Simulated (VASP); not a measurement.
# Ti3PO2 (P1) in VASP: further runs, part 2 of 2

VASP 6.6.1. Earlier steps stand in the parts before.

**3. Single point, r2SCAN**

POSCAR reads:

```
Ti3PO2
1.0
    3.1724101510      0.0000000000      0.0000000000
   -1.5862050755      2.7473877820      0.0000000000
    0.0000000000      0.0000000000      8.0228210000
Ti P O
3 1 2
Direct
    0.0063260000      0.0119380000     -0.0023080000
    0.6663750000      0.3350840000      0.2905500000
    0.3096740000      0.6614990000      0.7031260000
   -0.0050960000      0.0085090000      0.4948450000
    0.6406770000      0.3203160000      0.8503140000
    0.3282720000      0.6763660000      0.1376010000
```

INCAR.step1 reads:

```
PREC = Accurate
ENCUT = 520
ISMEAR = 0
SIGMA = 0.005
LREAL = F
LASPH = T
NELM = 80
NBANDS = 36
GGA = PE
ALGO = Normal
EDIFF = 1E-4
LWAVE = T
LCHARG = F
```

INCAR.step2 reads:

```
PREC = Accurate
ENCUT = 520
EDIFF = 1E-6
ISMEAR = 0
SIGMA = 0.005
LREAL = F
LASPH = T
NELM = 80
ALGO = Normal
ISIF = 2
LWAVE = F
LCHARG = T
METAGGA = R2SCAN
LMIXTAU = T
LELF = T
LVHAR = T
NBANDS = 36
ISTART = 1
```

KPOINTS reads:

```
Automatic mesh
0
Gamma
  7 7 3
```

Potentials or basis: VASP PAW PBE potentials, release 64 (Ti_sv, P, O).

The run is started by

```sh
cat potpaw_PBE.64/Ti_sv/POTCAR potpaw_PBE.64/P/POTCAR potpaw_PBE.64/O/POTCAR > POTCAR
cp INCAR.step1 INCAR
mpirun -np 1 vasp_std > vasp.out
cp INCAR.step2 INCAR
mpirun -np 1 vasp_std > vasp.out
```

OUTCAR:

```text
PREC = Accurate
   ENCUT = 520
   EDIFF = 1E-6
   ISMEAR = 0
   LREAL = F
   LASPH = T
   NELM = 80
   ISIF = 2
   METAGGA = R2SCAN
   ISTART = 1

 ion  position               nearest neighbor table
   1  0.006  0.012  0.998-   5 2.11   6 2.13   6 2.14   6 2.17   5 2.20   5 2.24
   2  0.666  0.335  0.291-   6 2.19   6 2.19   6 2.23   4 2.43   4 2.47   4 2.47
   3  0.310  0.661  0.703-   5 2.16   5 2.18   5 2.19   4 2.45   4 2.47   4 2.52
   4  0.995  0.009  0.495-   2 2.43   3 2.45   2 2.47   3 2.47   2 2.47   3 2.52
   5  0.641  0.320  0.850-   1 2.11   3 2.16   3 2.18   3 2.19   1 2.20   1 2.24
   6  0.328  0.676  0.138-   1 2.13   1 2.14   1 2.17   2 2.19   2 2.19   2 2.23

  LATTYP: Found a hexagonal cell.
 ALAT       =     3.1724101510
 C/A-ratio  =     2.5289356099

  Lattice vectors:

 A1 = (   3.1724101510,   0.0000000000,   0.0000000000)
 A2 = (  -1.5862050755,   2.7473877820,   0.0000000000)
 A3 = (   0.0000000000,   0.0000000000,   8.0228210000)

Analysis of symmetry for initial positions (statically):
=====================================================================
 Subroutine PRICEL returns:
 Original cell was already a primitive cell.

 Routine SETGRP: Setting up the symmetry group for a
 hexagonal supercell.

[... 180 lines left out ...]

 k-point     1 :       0.0000    0.0000    0.0000
  band No.  band energies     occupation
      1     -49.5122      2.00000
      2     -49.1507      2.00000
      3     -49.0953      2.00000
      4     -24.9331      2.00000
      5     -24.6798      2.00000
      6     -24.6727      2.00000
[... 925 lines left out ...]
     35      13.2184      0.00000
     36      13.7727      0.00000

 [... further k-points ...]

------------------------ aborting loop because EDIFF is reached ----------------------------------------

  FORCE on cell =-STRESS in cart. coord.  units (eV):
  Direction    XX          YY          ZZ          XY          YZ          ZX
  --------------------------------------------------------------------------------------
  -------------------------------------------------------------------------------------
  Total       -0.6606088     -0.7398370     -1.0538229     -0.1011110     -0.0972093     -0.1147038
  in kB      -15.1362593    -16.9515825    -24.1458121     -2.3167143     -2.2273159     -2.6281623
  external PRESSURE =     -18.7445513 kB  Pullay stress =       0.0000000 kB

 VOLUME and BASIS-vectors are now :
 -----------------------------------------------------------------------------
  energy-cutoff  :      520.00
  volume of cell :       69.93
      direct lattice vectors                 reciprocal lattice vectors
     3.172410151  0.000000000  0.000000000     0.315217753  0.181991055  0.000000000
    -1.586205075  2.747387782  0.000000000     0.000000000  0.363982109  0.000000000
     0.000000000  0.000000000  8.022821000     0.000000000  0.000000000  0.124644436

 POSITION                                       TOTAL-FORCE (eV/Angst)
 -----------------------------------------------------------------------------------
      0.00113      0.03280      8.00430        -0.377871     -0.223259     -0.163446
      1.58250      0.92061      2.33103        -0.143333      0.092687     -0.206278
     -0.06686      1.81739      5.64105         0.073454     -0.003870      0.005464
      3.14275      0.02338      3.97005        -0.031859     -0.204533      0.110336
      1.52440      0.88003      6.82192         0.268266      0.404862      0.202398
     -0.03144      1.85824      1.10395         0.211343     -0.065887      0.051526
 -----------------------------------------------------------------------------------
    total drift:                                0.000142     -0.000035     -0.000968

  FREE ENERGIE OF THE ION-ELECTRON SYSTEM (eV)
  ---------------------------------------------------
  free  energy   TOTEN  =       -71.4644774442 eV

  energy  without entropy=      -71.4643590075  energy(sigma->0) =      -71.46441823
```

OUTCAR.step1:

```text
PREC = Accurate
   ENCUT = 520
   ISMEAR = 0
   LREAL = F
[... 1173 lines left out ...]
     -0.06686      1.81739      5.64105         0.080146      0.001816      0.065372
      3.14275      0.02338      3.97005        -0.034715     -0.213559      0.117145
      1.52440      0.88003      6.82192         0.254450      0.385194      0.151881
     -0.03144      1.85824      1.10395         0.185706     -0.083507      0.075334
 -----------------------------------------------------------------------------------
    total drift:                                0.000664      0.000206     -0.000811

  FREE ENERGIE OF THE ION-ELECTRON SYSTEM (eV)
  ---------------------------------------------------
  free  energy   TOTEN  =       -49.6057403479 eV

  energy  without entropy=      -49.6056311296  energy(sigma->0) =      -49.60568574
```

OSZICAR.step1:

```text
N       E                     dE             d eps       ncg     rms          rms(c)
DAV:   1     0.719167258412E+03    0.71917E+03   -0.25612E+04  5328   0.177E+03
DAV:   2     0.496577989340E+02   -0.66951E+03   -0.64692E+03  5352   0.539E+02
DAV:   3    -0.512126491337E+02   -0.10087E+03   -0.98761E+02  7972   0.187E+02
DAV:   4    -0.583039882351E+02   -0.70913E+01   -0.69929E+01  8256   0.472E+01
DAV:   5    -0.586368918982E+02   -0.33290E+00   -0.33214E+00  7608   0.894E+00    0.237E+01
DAV:   6    -0.505035282870E+02    0.81334E+01   -0.72954E+01  8160   0.602E+01    0.116E+01
DAV:   7    -0.527415717868E+02   -0.22380E+01   -0.59949E+01  8108   0.347E+01    0.129E+01
DAV:   8    -0.498109389410E+02    0.29306E+01   -0.62375E+00  8136   0.176E+01    0.600E+00
DAV:   9    -0.498889192986E+02   -0.77980E-01   -0.42935E+00  9284   0.118E+01    0.503E+00
DAV:  10    -0.499737772398E+02   -0.84858E-01   -0.36179E+00  8800   0.148E+01    0.642E+00
DAV:  11    -0.496324412993E+02    0.34134E+00   -0.43546E+00  8312   0.847E+00    0.145E+00
DAV:  12    -0.496082063622E+02    0.24235E-01   -0.29390E-01  8008   0.438E+00    0.638E-01
DAV:  13    -0.496081462707E+02    0.60092E-04   -0.78231E-02  7828   0.163E+00    0.484E-01
DAV:  14    -0.496059266869E+02    0.22196E-02   -0.96642E-03  8260   0.728E-01    0.141E-01
DAV:  15    -0.496057273099E+02    0.19938E-03   -0.14912E-03  7136   0.219E-01    0.303E-02
DAV:  16    -0.496057403479E+02   -0.13038E-04   -0.10844E-04  3988   0.851E-02
   1 F= -.49605740E+02 E0= -.49605686E+02  d E =-.109218E-03
```

It took 8.3 min on 1 thread of Intel Xeon Platinum 8488C (Sapphire Rapids), shared host; peak memory 0.29 GiB.

Results:

```yaml
Free_energy: -71.4645 eV
Pressure: -1.9 GPa
Largest_force: 0.526 eV/Å
Band_gap_on_the_k_mesh: zero (an odd number of electrons rules out a gap without spin polarisation)
```

Forces in eV/Å, atoms in the order of the input:
```
Ti  -0.378 -0.223 -0.163
Ti  -0.143  0.093 -0.206
Ti   0.073 -0.004  0.005
P   -0.032 -0.205  0.110
O    0.268  0.405  0.202
O    0.211 -0.066  0.052
```

Stress tensor (GPa, compression positive):
```
-1.51 -0.23 -0.26
-0.23 -1.70 -0.22
-0.26 -0.22 -2.41
```

Caveat: the PAW data sets were made with another functional, which shifts forces and pressure a little; an odd number of electrons without spin polarisation forces a metal; a magnetic or distorted state may lie lower.

**4. Single point, LDA**

INCAR reads:

```
ALGO = Normal ; EDIFF = 1E-6
ENCUT = 520 ; GGA = CA
ISIF = 2 ; ISMEAR = 0
LASPH = T ; LCHARG = T
LELF = T ; LREAL = F
LVHAR = T ; LWAVE = F
NBANDS = 36 ; NELM = 100
PREC = Accurate ; SIGMA = 0.05
```

KPOINTS reads:

```
k-points
0
Gamma
  11 11 4
```

POSCAR is that of step 3.

Potentials or basis: VASP PAW LDA potentials, release 64 (Ti_sv, P, O).

The run is started by

```sh
cat potpaw_LDA.64/Ti_sv/POTCAR potpaw_LDA.64/P/POTCAR potpaw_LDA.64/O/POTCAR > POTCAR
mpirun -np 1 vasp_std > vasp.out
```

Run time: 11 min. Hardware: 1 thread of Intel Xeon Platinum 8488C (Sapphire Rapids), shared host; peak memory 0.54 GiB.

The run converged. Its results:

```yaml
Free_energy: -54.9654 eV
Pressure: -12.2 GPa
Largest_force: 0.432 eV/Å
Band_gap_on_the_k_mesh: zero (an odd number of electrons rules out a gap without spin polarisation)
```

Forces on the atoms (eV/Å):
```
Ti  -0.264 -0.143 -0.114
Ti  -0.135  0.105 -0.394
Ti   0.096  0.002  0.242
P   -0.030 -0.203  0.100
O    0.197  0.330  0.199
O    0.136 -0.090 -0.032
```

Stress tensor (GPa, compression positive):
```
-12.20  -0.04  -0.03
 -0.04 -12.54  -0.24
 -0.03  -0.24 -11.83
```

Levels at points of the mesh, in eV from the Fermi level:
| k point | band 22 | band 23 | band 24 | band 25 | band 26 | band 27 | band 28 | band 29 | band 30 | band 31 |
| --- | --- | --- | --- | --- | --- | --- | --- | --- | --- | --- |
| (0.00, 0.00, 0.00) | -3.56 | -0.89 | -0.86 | -0.83 | -0.72 | -0.66 | -0.07 | 0.14 | 0.19 | 0.27 |
| (0.00, 0.00, 0.50) | -4.45 | -1.16 | -1.14 | -0.74 | -0.62 | -0.51 | -0.25 | 0.02 | 0.07 | 0.92 |

Caveat: the cell stands under tension; an odd number of electrons without spin polarisation forces a metal; a magnetic or distorted state may lie lower.

**5. Summary**

| level | potentials or basis | k mesh | smearing | gap on the mesh (eV) | pressure (GPa) | largest force (eV/Å) |
| --- | --- | --- | --- | --- | --- | --- |
| r2SCAN | VASP PAW PBE potentials, release 64 (Ti_sv, P, O) | 7 × 7 × 3 | gaussian 0.01 eV | none | -1.9 | 0.53 |
| r2SCAN | VASP PAW PBE potentials, release 64 (Ti_sv, P, O) | 7 × 7 × 3 | gaussian 0.005 eV | none | -1.9 | 0.53 |
| LDA | VASP PAW LDA potentials, release 64 (Ti_sv, P, O) | 11 × 11 × 4 | gaussian 0.05 eV | none | -12.2 | 0.43 |

Alike in all rows: task single point; no spin polarisation; cell as given; cutoff (eV) 520.

Caveats: an odd number of electrons without spin polarisation forces a metal; a magnetic or distorted state may lie lower; the PAW data sets were made with another functional, which shifts forces and pressure a little (at least some runs); the cell stands under tension (at least some runs).

Total energies depend on the potentials used, so only differences within one code and one set of settings carry meaning.
